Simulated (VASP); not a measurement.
A run of VASP 6.6.1:

Contents of INCAR:

```
SYSTEM = SnGeO2
PREC = Accurate ; ENCUT = 520
EDIFF = 1E-6 ; ISMEAR = 0
SIGMA = 0.02 ; LREAL = .False.
LASPH = .True. ; NELM = 100
ALGO = Normal ; ISIF = 2
LWAVE = .False. ; LCHARG = .False.
GGA = PE ; NBANDS = 28
```

KPOINTS

```
regular mesh
0
Gamma
  8 8 6
  0 0 0
```

The input POSCAR:

```
SnGeO2
1.0
    3.7191950202      0.0000000000      0.0000000000
    0.0000000000      3.7191950202      0.0000000000
    0.0000000000      0.0000000000      4.5898817787
Sn Ge O
1 1 2
Direct
    0.5000000000      0.5000000000      0.2528209781
    0.0000000000      0.0000000000      0.7731049286
    0.0000000000      0.5000000000      0.9870365466
    0.5000000000      0.0000000000      0.9870365466
```

Potentials or basis: VASP PAW PBE potentials, release 64 (Sn_d, Ge_d, O).

The run is started by

```console
$ cat potpaw_PBE.64/Sn_d/POTCAR potpaw_PBE.64/Ge_d/POTCAR potpaw_PBE.64/O/POTCAR > POTCAR
$ mpirun -np 1 vasp_std > vasp.out
```

Hardware: 1 thread of Intel(R) Xeon(R) 6975P-C (Granite Rapids), with other jobs on the host.

Q: Estimate the wall time of this run.

A: Run time: 35 s on 1 thread of Intel(R) Xeon(R) 6975P-C (Granite Rapids), with other jobs on the host, peak memory 0.24 GiB. Counts: scf iterations 14, k points 60.
